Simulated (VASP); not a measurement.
# Zr (P6_3/mmc) in VASP: a series of runs, part 2 of 2

VASP 6.6.1.

**5. Single point, PBE (strain -0.030 along x and y, +0.030 along z)**

File INCAR:

```
PREC = Accurate
ENCUT = 520
EDIFF = 1E-6
ISMEAR = 0
SIGMA = 0.15
LREAL = False
LASPH = True
NELM = 100
ALGO = Fast
ISIF = 2
LWAVE = False
LCHARG = True
GGA = PE
LELF = True
LVHAR = True
NBANDS = 19
```

File KPOINTS:

```
Automatic mesh
0
Gamma
  18 18 10
```

File POSCAR:

```
Zr
1.0
    3.1350382758      0.0000000000      0.0000000000
   -1.5675191379      2.7150227887      0.0000000000
    0.0000000000      0.0000000000      5.3014100000
Zr
2
Direct
    0.3333333333      0.6666666667      0.2500000000
    0.6666666667      0.3333333333      0.7500000000
```

Potentials or basis: VASP PAW PBE potentials, release 64 (Zr_sv).

Started as:

```sh
> cat potpaw_PBE.64/Zr_sv/POTCAR > POTCAR
> mpirun -np 1 vasp_std > vasp.out
```

OUTCAR:

```text
PREC = Accurate
   ENCUT = 520
   EDIFF = 1E-6
   ISMEAR = 0
   LREAL = False
   LASPH = True
   NELM = 100
   ISIF = 2
   GGA = PE

 ion  position               nearest neighbor table
   1  0.333  0.667  0.250-   2 3.21   2 3.21   2 3.21   2 3.21   2 3.21   2 3.21
   2  0.667  0.333  0.750-   1 3.21   1 3.21   1 3.21   1 3.21   1 3.21   1 3.21

  LATTYP: Found a hexagonal cell.
 ALAT       =     3.1350382758
 C/A-ratio  =     1.6910192264

  Lattice vectors:

 A1 = (   3.1350382758,   0.0000000000,   0.0000000000)
 A2 = (  -1.5675191379,   2.7150227887,   0.0000000000)
 A3 = (   0.0000000000,   0.0000000000,   5.3014100000)

Analysis of symmetry for initial positions (statically):
=====================================================================
 Subroutine PRICEL returns:
 Original cell was already a primitive cell.

 Routine SETGRP: Setting up the symmetry group for a
 hexagonal supercell.

 Subroutine GETGRP returns: Found 24 space group operations
 (whereof 12 operations were pure point group operations)
 out of a pool of 24 trial point group operations.

The static configuration has the point symmetry D_3d.
 The point group associated with its full space group is D_6h.

Analysis of symmetry for dynamics (positions and initial velocities):
=====================================================================
 Subroutine PRICEL returns:
 Original cell was already a primitive cell.

 Routine SETGRP: Setting up the symmetry group for a
 hexagonal supercell.

 Subroutine GETGRP returns: Found 24 space group operations
 (whereof 12 operations were pure point group operations)
 out of a pool of 24 trial point group operations.

The dynamic configuration has the point symmetry D_3d.
 The point group associated with its full space group is D_6h.

 Subroutine INISYM returns: Found 24 space group operations
[... 112 lines left out ...]
   ISMEAR =     0;   SIGMA  =   0.15  broadening in eV -4-tet -1-fermi 0-gaus
   EFERMI_NEDOS =   21; number of points for ismear=-14 and -15
   IALGO  =     68    algorithm
   IMIX   =      4    mixing-type and parameters
     AMIX     =   0.40;   BMIX     =  1.00
     AMIX_MAG =   1.60;   BMIX_MAG =  1.00
  volume/ion in A,a.u.               =      22.56       152.26
  Fermi-wavevector in a.u.,A,eV,Ry     =   1.326405  2.506541 23.937397  1.759349
  Thomas-Fermi vector in A             =   2.455794
   LORBIT       =      0    0 simple, 1 ext, 2 COOP (PROOUT), +10 PAW based schemes
   GGA     = PE    functional components
   LHFCALC =     F    Hartree Fock is set to
   AEXX    =    0.0000 exact exchange contribution
   IVDW    =     0    specifies the selected vdW correction
   LEPSILON=     F    determine dielectric tensor
   LRPA    =     F    only Hartree local field effects (RPA)
 non-spin polarized calculation
 RMM-DIIS sequential band-by-band and
 Gauss-broadening in eV      SIGMA  =   0.15
  energy-cutoff  :      520.00
  volume of cell :       45.12
 maximum number of plane-waves:      1230
 NGX is ok and might be reduce to    24
   NGX = 11   NGY = 11   NGZ = 19

 number of electron      24.0000000 magnetization

 Free energy of the ion-electron system (eV)
  ---------------------------------------------------
  ext. energy  EPLUGINS =         0.00000000
  ---------------------------------------------------
  free energy    TOTEN  =       -17.01135982 eV

  energy without entropy =      -16.98696100  energy(sigma->0) =      -16.99916041

 E-fermi :   9.3129     XC(G=0): -11.2229

 val. band max:        9.3120667377   @ k =   0.1667   0.0000   0.2000
 cond. band min:       9.3184550973   @ k =   0.1667   0.1111   0.4000
 fundamental gap:      0.0063883596
 Fermi energy:         9.3129233541

 k-point     1 :       0.0000    0.0000    0.0000
  band No.  band energies     occupation
      1     -39.4111      2.00000
      2     -39.2722      2.00000
      3     -17.9208      2.00000
      4     -16.9611      2.00000
      5     -16.9611      2.00000
      6     -16.9407      2.00000
[... 505 lines left out ...]
      6     -17.2670      2.00000
[... 11 lines left out ...]
     18      14.4368      0.00000
     19      15.7165      0.00000

 [... further k-points ...]

------------------------ aborting loop because EDIFF is reached ----------------------------------------

  FORCE on cell =-STRESS in cart. coord.  units (eV):
  Direction    XX          YY          ZZ          XY          YZ          ZX
  --------------------------------------------------------------------------------------
  -------------------------------------------------------------------------------------
  Total        1.3230395      1.3230395      0.1208357      0.0000000      0.0000000      0.0000000
  in kB       46.9759596     46.9759596      4.2904034      0.0000000      0.0000000      0.0000000
  external PRESSURE =      32.7474409 kB  Pullay stress =       0.0000000 kB

 VOLUME and BASIS-vectors are now :
 -----------------------------------------------------------------------------
  energy-cutoff  :      520.00
  volume of cell :       45.12
      direct lattice vectors                 reciprocal lattice vectors
     3.135038276  0.000000000  0.000000000     0.318975372  0.184160517  0.000000000
    -1.567519138  2.715022789  0.000000000     0.000000000  0.368321034  0.000000000
     0.000000000  0.000000000  5.301410000     0.000000000  0.000000000  0.188629063

 POSITION                                       TOTAL-FORCE (eV/Angst)
 -----------------------------------------------------------------------------------
     -0.00000      1.81002      1.32535         0.000000      0.000000      0.000000
      1.56752      0.90501      3.97606        -0.000000     -0.000000      0.000000
 -----------------------------------------------------------------------------------
    total drift:                               -0.000000      0.000000     -0.000000

  FREE ENERGIE OF THE ION-ELECTRON SYSTEM (eV)
  ---------------------------------------------------
  free  energy   TOTEN  =       -17.0113598165 eV

  energy  without entropy=      -16.9869609982  energy(sigma->0) =      -16.99916041
```

OSZICAR:

```text
N       E                     dE             d eps       ncg     rms          rms(c)
DAV:   1     0.216091898067E+03    0.21609E+03   -0.13250E+04  8436   0.126E+03
DAV:   2    -0.149748989067E+01   -0.21759E+03   -0.21338E+03  9771   0.369E+02
DAV:   3    -0.172677168841E+02   -0.15770E+02   -0.15637E+02 15325   0.717E+01
[... 12 lines left out ...]
RMM:  16    -0.170113523018E+02   -0.17236E-05   -0.39186E-05 13118   0.416E-02    0.116E-02
RMM:  17    -0.170113559135E+02   -0.36116E-05   -0.20004E-05 11613   0.220E-02    0.610E-03
RMM:  18    -0.170113584864E+02   -0.25729E-05   -0.12023E-05  9845   0.187E-02    0.435E-03
RMM:  19    -0.170113596057E+02   -0.11193E-05   -0.84565E-06  9060   0.139E-02    0.346E-03
RMM:  20    -0.170113598165E+02   -0.21082E-06   -0.50002E-06  8082   0.106E-02
   1 F= -.17011360E+02 E0= -.16999160E+02  d E =-.243988E-01
```

stdout:

```text
POSCAR found type information on POSCAR Zr
 POSCAR found :  1 types and       2 ions
 scaLAPACK will be used
 LDA part: xc-table for (Slater+PW92), standard interpolation
 POSCAR, INCAR and KPOINTS ok, starting setup
 FFT: planning ... GRIDC
 FFT: planning ... GRID_SOFT
 FFT: planning ... GRID
 WAVECAR not read
 entering main loop
WARNING in EDDRMM: call to ZHEGV failed, returncode =   6  3     11
WARNING in EDDRMM: call to ZHEGV failed, returncode =   6  3     13
WARNING in EDDRMM: call to ZHEGV failed, returncode =   6  3      9
WARNING in EDDRMM: call to ZHEGV failed, returncode =   6  3      9
WARNING in EDDRMM: call to ZHEGV failed, returncode =   8  4      5
WARNING in EDDRMM: call to ZHEGV failed, returncode =   8  4      5
WARNING in EDDRMM: call to ZHEGV failed, returncode =   8  4      6
WARNING in EDDRMM: call to ZHEGV failed, returncode =   8  4      3
WARNING in EDDRMM: call to ZHEGV failed, returncode =   8  4      5
```

Wall time 2.8 min (1 thread of Intel Xeon 6975P-C, shared host); peak memory 0.27 GiB.

What came out:

- Free energy: -17.0114 eV
- Pressure: 3.3 GPa
- Band gap on the k mesh: zero (band 12 reaches 10.17 eV, above the bottom of band 13 at 9.05 eV)

Levels at points of the mesh, in eV from the Fermi level:
```tsv
k point	band 8	band 9	band 10	band 11	band 12	band 13	band 14	band 15	band 16	band 17
(0.00, 0.00, 0.00)	-26.16	-5.67	-3.11	0.54	0.86	1.00	1.00	1.59	1.59	2.68
(0.50, 0.00, 0.00)	-26.32	-2.64	-2.52	-2.28	0.10	0.53	0.96	1.27	5.31	5.48
(0.00, 0.00, 0.50)	-26.22	-4.06	-4.06	-0.20	-0.20	1.00	1.00	1.00	1.00	4.15
(0.50, 0.00, 0.50)	-26.43	-2.94	-2.94	-1.25	-1.25	1.85	1.85	2.54	2.54	5.35
```

Caveat: the cell differs from its parent crystal (strain -0.030 along x and y, +0.030 along z).

**6. Overview**

| cell | further INCAR settings | gap on the mesh (eV) | pressure (GPa) |
| --- | --- | --- | --- |
| a = 3.135, b = 3.135, c = 4.993 Å, angles 90.0, 90.0, 120.0°, 2 atoms | ALGO = Fast; EDIFF = 1e-06; NBANDS = 19 | none | 10.6 |
| a = 3.135, b = 3.135, c = 5.070 Å, angles 90.0, 90.0, 120.0°, 2 atoms | ALGO = Fast; EDIFF = 1e-07; NBANDS = 19 | none | 8.5 |
| a = 3.135, b = 3.135, c = 5.147 Å, angles 90.0, 90.0, 120.0°, 2 atoms | ALGO = Fast; EDIFF = 1e-06; NBANDS = 19 | none | 6.6 |
| a = 3.135, b = 3.135, c = 5.301 Å, angles 90.0, 90.0, 120.0°, 2 atoms | ALGO = Fast; EDIFF = 1e-06; NBANDS = 19 | none | 3.3 |

Alike in all rows: task single point; level PBE; potentials or basis VASP PAW PBE potentials, release 64 (Zr_sv); no spin polarisation; k mesh 18 × 18 × 10; cutoff (eV) 520; smearing gaussian 0.15 eV.

Absolute energies hang on the potentials; compare differences alone.
